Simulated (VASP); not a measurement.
# SbPt (P6_3/mmc) in VASP: notebook

Aim: see how the results for SbPt move with the level of theory and the settings. Levels: PBEsol, PBEsol+U. Tasks: single point, relaxation of cell and atoms.

Everything below comes from runs of VASP 6.6.1. Logs are shortened: lines on timing, memory, paths and dates and some standing lists are left out, and cuts for length are marked.

## (1) The cell of the first run

It takes space group P6_3/mmc (No. 194, hexagonal). Conventional cell: a = 4.171 Å, b = 4.171 Å, c = 5.469 Å, α = 90.00°, β = 90.00°, γ = 120.00°. Within 3.7 Å of Sb (site symmetry -6m2) lie 6 Pt at 2.77 Å and 6 Sb at 3.64 Å. Within 3.6 Å of Pt (site symmetry -3m) lie 2 Pt at 2.73 Å and 6 Sb at 2.77 Å.

## (2) Single point, PBEsol

The input, INCAR:

```
PREC     = Accurate       # precision mode
ENCUT    = 520            # plane-wave cutoff, eV
EDIFF    = 1E-7           # SCF threshold, eV
ISMEAR   = 0              # smearing method
SIGMA    = 0.1            # smearing width, eV
LREAL    = F              # projectors in reciprocal space
LASPH    = T              # aspherical terms in the spheres
NELM     = 60             # most SCF steps
ALGO     = Normal         # electronic algorithm
ISIF     = 2              # what is computed and relaxed
LWAVE    = F              # write WAVECAR
LCHARG   = F              # write CHGCAR
GGA      = PS             # functional
NBANDS   = 23             # bands
```

The input, KPOINTS:

```
regular mesh
0
Gamma
  12 12 8
```

The input, POSCAR:

```
SbPt
1.0
    4.1706292521      0.0000000000      0.0000000000
   -2.0853146260      3.6118708820      0.0000000000
    0.0000000000      0.0000000000      5.4689481917
Sb Pt
2 2
Direct
    0.3333333333      0.6666666667      0.2500000000
    0.6666666667      0.3333333333      0.7500000000
    0.0000000000      0.0000000000      0.0000000000
    0.0000000000      0.0000000000      0.5000000000
```

Potentials or basis: VASP PAW PBE potentials, release 64 (Sb, Pt).

The run is started by

```
> cat potpaw_PBE.64/Sb/POTCAR potpaw_PBE.64/Pt/POTCAR > POTCAR
> mpirun -np 1 vasp_std > vasp.out
```

OUTCAR:

```text
PREC = Accurate
   ENCUT = 520
   EDIFF = 1E-7
   ISMEAR = 0
   LREAL = F
   LASPH = T
   NELM = 60
   ISIF = 2
   GGA = PS

 ion  position               nearest neighbor table
   1  0.333  0.667  0.250-   3 2.77   4 2.77   3 2.77   4 2.77   3 2.77   4 2.77   2 3.64   2 3.64
                             2 3.64   2 3.64   2 3.64   2 3.64
   2  0.667  0.333  0.750-   3 2.77   4 2.77   3 2.77   4 2.77   3 2.77   4 2.77   1 3.64   1 3.64
                             1 3.64   1 3.64   1 3.64   1 3.64
   3  0.000  0.000  0.000-   4 2.73   4 2.73   1 2.77   2 2.77   1 2.77   2 2.77   2 2.77   1 2.77

   4  0.000  0.000  0.500-   3 2.73   3 2.73   1 2.77   2 2.77   1 2.77   2 2.77   2 2.77   1 2.77

  LATTYP: Found a hexagonal cell.
 ALAT       =     4.1706292521
 C/A-ratio  =     1.3113004924

  Lattice vectors:

 A1 = (   4.1706292521,   0.0000000000,   0.0000000000)
 A2 = (  -2.0853146260,   3.6118708820,   0.0000000000)
 A3 = (   0.0000000000,   0.0000000000,   5.4689481917)

Analysis of symmetry for initial positions (statically):
=====================================================================
 Subroutine PRICEL returns:
 Original cell was already a primitive cell.

 Routine SETGRP: Setting up the symmetry group for a
 hexagonal supercell.

 Subroutine GETGRP returns: Found 24 space group operations
 (whereof 12 operations were pure point group operations)
 out of a pool of 24 trial point group operations.

The static configuration has the point symmetry D_3d.
 The point group associated with its full space group is D_6h.

Analysis of symmetry for dynamics (positions and initial velocities):
=====================================================================
 Subroutine PRICEL returns:
 Original cell was already a primitive cell.

 Routine SETGRP: Setting up the symmetry group for a
 hexagonal supercell.

 Subroutine GETGRP returns: Found 24 space group operations
 (whereof 12 operations were pure point group operations)
 out of a pool of 24 trial point group operations.

The dynamic configuration has the point symmetry D_3d.
 The point group associated with its full space group is D_6h.

 Subroutine INISYM returns: Found 24 space group operations
 (whereof 12 operations are pure point group operations),
 and found     1 'primitive' translations

----------------------------------------------------------------------------------------

                                     Primitive cell

  volume of cell :      82.3830

  direct lattice vectors                    reciprocal lattice vectors
     4.170629252  0.000000000  0.000000000     0.239771972  0.138432413  0.000000000
    -2.085314626  3.611870882  0.000000000     0.000000000  0.276864825  0.000000000
     0.000000000  0.000000000  5.468948192     0.000000000  0.000000000  0.182850516

  length of vectors
     4.170629252  4.170629252  5.468948192     0.276864825  0.276864825  0.182850516

  position of ions in fractional coordinates (direct lattice)
     0.333333333  0.666666667  0.250000000
     0.666666667  0.333333333  0.750000000
     0.000000000  0.000000000  0.000000000
     0.000000000  0.000000000  0.500000000

  ion indices of the primitive-cell ions
   primitive index   ion index
                 1           1
                 2           2
                 3           3
                 4           4

----------------------------------------------------------------------------------------

 KPOINTS: regular mesh

Automatic generation of k-mesh.
 Grid dimensions read from file:
 generate k-points for:   12   12    8

 Generating k-lattice:

  Cartesian coordinates                     Fractional coordinates (reciprocal lattice)
     0.019980998  0.011536034  0.000000000     0.083333333  0.000000000  0.000000000
     0.000000000  0.023072069  0.000000000     0.000000000  0.083333333  0.000000000
     0.000000000  0.000000000  0.022856315     0.000000000  0.000000000  0.125000000

  Length of vectors
     0.023072069  0.023072069  0.022856315

  Shift w.r.t. Gamma in fractional coordinates (k-lattice)
     0.000000000  0.000000000  0.000000000

 Subroutine IBZKPT returns following result:
 ===========================================

 Found     95 irreducible k-points:

 Following reciprocal coordinates:
            Coordinates               Weight
  0.000000  0.000000  0.000000      1.000000
  0.083333 -0.000000  0.000000      6.000000
  0.166667 -0.000000  0.000000      6.000000
  0.250000 -0.000000  0.000000      6.000000
  0.333333  0.000000  0.000000      6.000000
  0.416667 -0.000000  0.000000      6.000000
[... 16 lines left out ...]
  0.250000 -0.000000  0.125000     12.000000
  0.333333  0.000000  0.125000     12.000000
 [... further k-points ...]
   k-points           NKPTS =     95   k-points in BZ     NKDIM =     95   number of bands    NBANDS=     23
   number of dos      NEDOS =    301   number of ions     NIONS =      4
   total plane-waves  NPLWV =  43008
[... 28 lines left out ...]
   EMIN   =  10.00;   EMAX   =-10.00  energy-range for DOS
   EFERMI =   0.00;   METHOD = LEGACY
   ISMEAR =     0;   SIGMA  =   0.10  broadening in eV -4-tet -1-fermi 0-gaus
   EFERMI_NEDOS =   21; number of points for ismear=-14 and -15
   IALGO  =     38    algorithm
   IMIX   =      4    mixing-type and parameters
     AMIX     =   0.40;   BMIX     =  1.00
     AMIX_MAG =   1.60;   BMIX_MAG =  1.00
  volume/ion in A,a.u.               =      20.60       138.99
  Fermi-wavevector in a.u.,A,eV,Ry     =   1.169058  2.209199 18.595035  1.366697
  Thomas-Fermi vector in A             =   2.305536
   LORBIT       =      0    0 simple, 1 ext, 2 COOP (PROOUT), +10 PAW based schemes
   GGA     = PS    functional components
   LHFCALC =     F    Hartree Fock is set to
   AEXX    =    0.0000 exact exchange contribution
   IVDW    =     0    specifies the selected vdW correction
   LEPSILON=     F    determine dielectric tensor
   LRPA    =     F    only Hartree local field effects (RPA)
 non-spin polarized calculation
 Gauss-broadening in eV      SIGMA  =   0.10
  energy-cutoff  :      520.00
  volume of cell :       82.38
 maximum number of plane-waves:      2238
 NGX is ok and might be reduce to    32
   NGX = 15   NGY = 15   NGZ = 21

 number of electron      30.0000003 magnetization

 Free energy of the ion-electron system (eV)
  ---------------------------------------------------
  ext. energy  EPLUGINS =         0.00000000
  ---------------------------------------------------
  free energy    TOTEN  =       -24.74863539 eV

  energy without entropy =      -24.74007416  energy(sigma->0) =      -24.74435478

 E-fermi :   9.7531     XC(G=0): -11.5069

 val. band max:        9.7141871255   @ k =   0.3333   0.0833   0.5000
 cond. band min:       9.7757320536   @ k =   0.3333   0.0000   0.3750
 fundamental gap:      0.0615449282
 Fermi energy:         9.7530785850

 k-point     1 :       0.0000    0.0000    0.0000
  band No.  band energies     occupation
      1      -3.0559      2.00000
      2       0.8370      2.00000
      3       2.8736      2.00000
      4       3.8230      2.00000
      5       3.8230      2.00000
      6       3.8688      2.00000
[... 15 lines left out ...]
     22      15.0242      0.00000
     23      17.6404      0.00000

 k-point     2 :       0.0833   -0.0000    0.0000
  band No.  band energies     occupation
      1      -2.9724      2.00000
      2       0.7437      2.00000
      3       2.9736      2.00000
      4       3.8451      2.00000
      5       3.8492      2.00000
      6       3.9783      2.00000
[... 15 lines left out ...]
     22      15.4263      0.00000
     23      16.6589      0.00000

 k-point     3 :       0.1667   -0.0000    0.0000
  band No.  band energies     occupation
      1      -2.7257      2.00000
      2       0.5178      2.00000
      3       3.2676      2.00000
      4       3.7702      2.00000
      5       3.8975      2.00000
      6       4.3766      2.00000
[... 15 lines left out ...]
     22      16.2378      0.00000
     23      16.3133      0.00000
[... 495 lines left out ...]
 k-point    23 :       0.2500   -0.0000    0.1250
  band No.  band energies     occupation
      1      -2.2553      2.00000
      2       0.1106      2.00000
      3       3.5807      2.00000
      4       3.6779      2.00000
      5       4.0075      2.00000
      6       4.6832      2.00000
[... 15 lines left out ...]
     22      16.1276      0.00000
     23      16.9702      0.00000

 k-point    24 :       0.3333    0.0000    0.1250
  band No.  band energies     occupation
      1      -1.7471      2.00000
      2      -0.0808      2.00000
      3       3.1113      2.00000
      4       4.0153      2.00000
      5       4.0176      2.00000
      6       4.4565      2.00000
[... 15 lines left out ...]
     22      16.2680      0.00000
     23      17.2043      0.00000

 [... further k-points ...]

------------------------ aborting loop because EDIFF is reached ----------------------------------------

  FORCE on cell =-STRESS in cart. coord.  units (eV):
  Direction    XX          YY          ZZ          XY          YZ          ZX
  --------------------------------------------------------------------------------------
  -------------------------------------------------------------------------------------
  Total       -0.1175274     -0.1175274     -0.1326438     -0.0000000      0.0000000     -0.0000000
  in kB       -2.2856622     -2.2856622     -2.5796439     -0.0000000      0.0000000     -0.0000000
  external PRESSURE =      -2.3836561 kB  Pullay stress =       0.0000000 kB

 VOLUME and BASIS-vectors are now :
 -----------------------------------------------------------------------------
  energy-cutoff  :      520.00
  volume of cell :       82.38
      direct lattice vectors                 reciprocal lattice vectors
     4.170629252  0.000000000  0.000000000     0.239771972  0.138432413  0.000000000
    -2.085314626  3.611870882  0.000000000     0.000000000  0.276864825  0.000000000
     0.000000000  0.000000000  5.468948192     0.000000000  0.000000000  0.182850516

 POSITION                                       TOTAL-FORCE (eV/Angst)
 -----------------------------------------------------------------------------------
     -0.00000      2.40791      1.36724        -0.000000      0.000000      0.000000
      2.08531      1.20396      4.10171         0.000000      0.000000      0.000000
      0.00000      0.00000      0.00000        -0.000000      0.000000      0.000000
      0.00000      0.00000      2.73447         0.000000      0.000000      0.000000
 -----------------------------------------------------------------------------------
    total drift:                               -0.000000      0.000000      0.000000

  FREE ENERGIE OF THE ION-ELECTRON SYSTEM (eV)
  ---------------------------------------------------
  free  energy   TOTEN  =       -24.7486353946 eV

  energy  without entropy=      -24.7400741649  energy(sigma->0) =      -24.74435478
```

It took 1.7 min on 1 thread of Intel Xeon Platinum 8488C (Sapphire Rapids), shared host; peak memory 0.3 GiB.

What came out:

| Item | Value |
| --- | --- |
| Free energy | -24.7486 eV |
| Pressure | -0.2 GPa |
| Band gap on the k mesh | zero (bands 15 and 16 overlap by 4.05 eV) |

Caveat: the PAW data sets were made with another functional, which shifts forces and pressure a little; spin-orbit coupling is left out, which moves the levels of the heavy elements.

## (3) Single point, PBEsol+U

The input, INCAR:

```
PREC     = Accurate       # precision mode
ENCUT    = 520            # plane-wave cutoff, eV
EDIFF    = 1E-6           # SCF threshold, eV
ISMEAR   = 0              # smearing method
SIGMA    = 0.1            # smearing width, eV
LREAL    = F              # projectors in reciprocal space
LASPH    = T              # aspherical terms in the spheres
NELM     = 150            # most SCF steps
ALGO     = Normal         # electronic algorithm
ISIF     = 2              # what is computed and relaxed
LWAVE    = F              # write WAVECAR
LCHARG   = F              # write CHGCAR
LMAXMIX  = 4              # l up to which the mixer works
LDAU     = T              # DFT+U
LDAUTYPE = 2            
LDAUL    = -1 2           # shell
LDAUU    = 0 6            # U, eV
LDAUJ    = 0 0          
LDAUPRINT= 1            
GGA      = PS             # functional
NBANDS   = 23             # bands
```

The input, KPOINTS:

```
Automatic mesh
0
Gamma
  12 12 8
```

POSCAR is that of step 2.

Potentials or basis: VASP PAW PBE potentials, release 64 (Sb, Pt).

The run is started by

```
> cat potpaw_PBE.64/Sb/POTCAR potpaw_PBE.64/Pt/POTCAR > POTCAR
> mpirun -np 1 vasp_std > vasp.out
```

Wall time 2.3 min (1 thread of Intel Xeon Platinum 8488C (Sapphire Rapids), shared host); peak memory 0.3 GiB.

Results (log left out):

```
Free energy            : -17.3139 eV
Pressure               : -6.9 GPa
Band gap on the k mesh : zero (bands 15 and 16 overlap by 4.65 eV)
```

Stress tensor (GPa, compression positive):
```
-7.50  0.00  0.00
 0.00 -7.50  0.00
 0.00  0.00 -5.66
```

Levels at points of the mesh, in eV from the Fermi level:
```tsv
k point	band 12	band 13	band 14	band 15	band 16	band 17	band 18	band 19
(0.00, 0.00, 0.00)	-2.96	0.34	0.43	0.43	2.67	2.87	3.43	3.43
(0.50, 0.00, 0.00)	-2.96	-2.71	-2.68	-2.42	-0.96	1.87	4.28	4.36
(0.00, 0.00, 0.50)	-4.53	-0.81	-0.81	2.47	2.47	2.47	2.47	5.54
(0.50, 0.00, 0.50)	-3.87	-3.66	-3.66	0.52	0.52	1.81	1.81	4.38
```

Eigenvalues of the final occupation matrices:
| site | spin | trace | eigenvalues |
| --- | --- | --- | --- |
| site 3 d | 1 | 4.44 | 0.85 0.85 0.89 0.93 0.93 |
| site 3 d | 2 | 4.44 | 0.85 0.85 0.89 0.93 0.93 |
| site 4 d | 1 | 4.44 | 0.85 0.85 0.89 0.93 0.93 |
| site 4 d | 2 | 4.44 | 0.85 0.85 0.89 0.93 0.93 |

Caveat: the cell stands under tension; the PAW data sets were made with another functional, which shifts forces and pressure a little; spin-orbit coupling is left out, which moves the levels of the heavy elements; U without spin polarisation on a metal has little footing; the U is typed as a test and isn't derived for this compound.

## (4) Relaxation of cell and atoms, PBEsol

This run uses another cell than the first one, of 21.46 Å³/atom.

The input, INCAR:

```
PREC     = Accurate       # precision mode
ENCUT    = 600            # plane-wave cutoff, eV
EDIFF    = 1E-6           # SCF threshold, eV
ISMEAR   = 0              # smearing method
SIGMA    = 0.1            # smearing width, eV
LREAL    = F              # projectors in reciprocal space
LASPH    = T              # aspherical terms in the spheres
NELM     = 100            # most SCF steps
ALGO     = Normal         # electronic algorithm
ISIF     = 3              # what is computed and relaxed
LWAVE    = F              # write WAVECAR
LCHARG   = F              # write CHGCAR
GGA      = PS             # functional
IBRION   = 2              # ionic algorithm
NSW      = 70             # ionic steps
EDIFFG   = -0.005         # ionic threshold
```

The input, KPOINTS:

```
regular mesh
0
Gamma
  12 12 8
```

The input, POSCAR:

```
SbPt
1.0
    4.2274972480      0.0000000000      0.0000000000
   -2.1137486240      3.6611200112      0.0000000000
    0.0000000000      0.0000000000      5.5473144763
Sb Pt
2 2
Direct
    0.3333333333      0.6666666667      0.2500000000
    0.6666666667      0.3333333333      0.7500000000
    0.0000000000      0.0000000000      0.0000000000
    0.0000000000      0.0000000000      0.5000000000
```

The run is started by

```
> cat potpaw_PBE.64/Sb/POTCAR potpaw_PBE.64/Pt/POTCAR > POTCAR
> mpirun -np 1 vasp_std > vasp.out
```

Run time: 7.3 min. Hardware: 1 thread of Intel Xeon Platinum 8488C (Sapphire Rapids), shared host; peak memory 0.38 GiB.

Results (log left out):

```
Free energy                           : -24.7487 eV
Relaxed volume                        : 20.56 Å³/atom
Relaxed cell                          : a = 4.169 Å, b = 4.169 Å, c = 5.466 Å, α = 90.00°, β = 90.00°, γ = 120.00°
Space group after relaxing (to 0.1 Å) : P6_3/mmc (No. 194)
Energy gained by relaxing             : 16.2 meV/atom
Ionic steps                           : 6
Pressure after relaxing               : 0.0 GPa
Band gap on the k mesh                : zero (bands 15 and 16 overlap by 4.06 eV)
```

Step by step:
| step | energy change (eV) | largest force (eV/Å) | pressure (GPa) | volume (Å³) |
| --- | --- | --- | --- | --- |
| 1 | 0.0000 | 0.0000 | -5.50 | 85.86 |
| 2 | 0.1096 | 0.0000 | 11.30 | 77.03 |
| 3 | -0.0646 | 0.0000 | -0.12 | 82.34 |
| 4 | -0.0646 | 0.0000 | 0.02 | 82.27 |
| 5 | -0.0646 | 0.0000 | 0.02 | 82.26 |
| 6 | -0.0646 | 0.0000 | 0.02 | 82.26 |

Final structure:
```cif
data_structure
_symmetry_space_group_name_H-M 'P 1'
_symmetry_Int_Tables_number 1
_cell_length_a 4.1685
_cell_length_b 4.1685
_cell_length_c 5.4661
_cell_angle_alpha 90.000
_cell_angle_beta 90.000
_cell_angle_gamma 120.000
_cell_volume 82.26
loop_
_atom_site_label
_atom_site_type_symbol
_atom_site_fract_x
_atom_site_fract_y
_atom_site_fract_z
_atom_site_occupancy
Sb1 Sb 0.33333 0.66667 0.25000 1
Sb2 Sb 0.66667 0.33333 0.75000 1
Pt1 Pt 0.00000 0.00000 0.00000 1
Pt2 Pt 0.00000 0.00000 0.50000 1
```

Levels at points of the mesh, in eV from the Fermi level:
```csv
k point,band 12,band 13,band 14,band 15,band 16,band 17,band 18,band 19
"(0.00, 0.00, 0.00)",-2.07,-0.11,-0.11,0.82,2.32,2.35,3.52,3.52
"(0.50, 0.00, 0.00)",-2.94,-2.67,-2.23,-2.06,-0.68,1.96,4.19,4.29
"(0.00, 0.00, 0.50)",-3.59,-1.21,-1.21,2.31,2.31,2.31,2.31,5.21
"(0.50, 0.00, 0.50)",-3.17,-3.04,-3.04,0.35,0.35,1.67,1.67,3.98
```

Caveat: the PAW data sets were made with another functional, which shifts forces and pressure a little; spin-orbit coupling is left out, which moves the levels of the heavy elements.

## (5) Overview

| task | level | U | cell | cutoff (eV) | gap on the mesh (eV) | pressure (GPa) |
| --- | --- | --- | --- | --- | --- | --- |
| single point | PBEsol | - | a = 4.171, b = 4.171, c = 5.469 Å, angles 90.0, 90.0, 120.0°, 4 atoms | 520 | none | -0.2 |
| single point | PBEsol+U | Pt d U = 6.0 eV | a = 4.171, b = 4.171, c = 5.469 Å, angles 90.0, 90.0, 120.0°, 4 atoms | 520 | none | -6.9 |
| relaxation of cell and atoms | PBEsol | - | relaxed from a = 4.227, b = 4.227, c = 5.547 Å, angles 90.0, 90.0, 120.0°, 4 atoms | 600 | none | 0.0 |

Alike in all rows: potentials or basis VASP PAW PBE potentials, release 64 (Sb, Pt); no spin polarisation; k mesh 12 × 12 × 8; smearing gaussian 0.1 eV.

Caveats: the PAW data sets were made with another functional, which shifts forces and pressure a little; spin-orbit coupling is left out, which moves the levels of the heavy elements; the cell stands under tension (at least some runs); U without spin polarisation on a metal has little footing (at least some runs); the U is typed as a test and isn't derived for this compound (at least some runs).

Total energies depend on the potentials used, so only differences within one code and one set of settings carry meaning.

The gap in the log of VASP goes by the Fermi energy; the results here count the filled bands.